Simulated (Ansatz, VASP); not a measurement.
## One calculation of TiN, two programs

```
Ti N
1.0
     0.00000    2.11900    2.11900
     2.11900    0.00000    2.11900
     2.11900    2.11900    0.00000
Ti N
1 1
Direct
  0.00000 0.00000 0.00000
  0.50000 0.50000 0.50000
```

Alike in both runs: task single point; functional PBEsol; k mesh 7 × 7 × 7; occupations fermi-dirac, width 0.1 eV; no spin polarisation.

|  | VASP | Ansatz |
| --- | --- | --- |
| version | VASP 6.6.1 | Ansatz 0.2.0 |
| potentials or method | VASP PAW PBE potentials, release 64 (Ti_sv, N) | plane waves, PAW |
| plane-wave cutoff (eV) | 600 | 420 |
| valence electrons in the cell | 17 | 17 |

Ansatz gave:

```
gap on the k mesh at the Fermi level (eV) : none
pressure (GPa)                            : -6.8
```

Q: Which values does VASP return?

A: gap on the k mesh at the Fermi level (eV): none; pressure (GPa): -6.4.

VASP's potentials were made for PBE, not for PBEsol. A gap of «none» marks a metal or a gap that the smearing closes.

The k mesh is coarse, so the values compare programs but aren't converged.
